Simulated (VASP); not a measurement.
Input of a VASP 6.6.1 run:

Contents of INCAR:

```
SYSTEM = KAl2As2
PREC = Accurate
ENCUT = 520
EDIFF = 1E-6
ISMEAR = 0
SIGMA = 0.1
LREAL = .FALSE.
LASPH = .TRUE.
NELM = 80
ALGO = Fast
ISIF = 2
LWAVE = .FALSE.
LCHARG = .FALSE.
GGA = PE
NBANDS = 20
```

KPOINTS

```
regular mesh
0
G
  6 6 2
  0 0 0
```

Contents of POSCAR:

```
KAl2As2
1.0
    3.8144380400      0.0000000000      0.0000000000
   -1.9072190200      3.3034002400      0.0000000000
    0.0000000000      0.0000000000      8.5884205500
K Al As
1 2 2
Direct
    0.3333333300      0.6666666700      0.5000000000
    0.3333333300      0.6666666700      0.8519275900
    0.3333333300      0.6666666700      0.1480724100
    0.0000000000      0.0000000000      0.7221886900
    0.0000000000      0.0000000000      0.2778113100
```

Potentials or basis: VASP PAW PBE potentials, release 64 (K_sv, Al, As).

Launch:

```bash
$ cat potpaw_PBE.64/K_sv/POTCAR potpaw_PBE.64/Al/POTCAR potpaw_PBE.64/As/POTCAR > POTCAR
$ mpirun -np 1 vasp_std > vasp.out
```

**Question.** What does it give for the pressure?

**Answer.** 11.9 GPa.

**Question.** What does it give for the largest force?

**Answer.** 1.576 eV/Å.

Stress tensor (GPa, compression positive):
```
 8.78  0.00  0.00
 0.00  8.78  0.00
 0.00  0.00 18.19
```

Caveat: the k points lie up to 0.37 Å⁻¹ apart; forces of over 1 eV/Å act on the atoms, so gaps and moduli don't describe the material at rest.
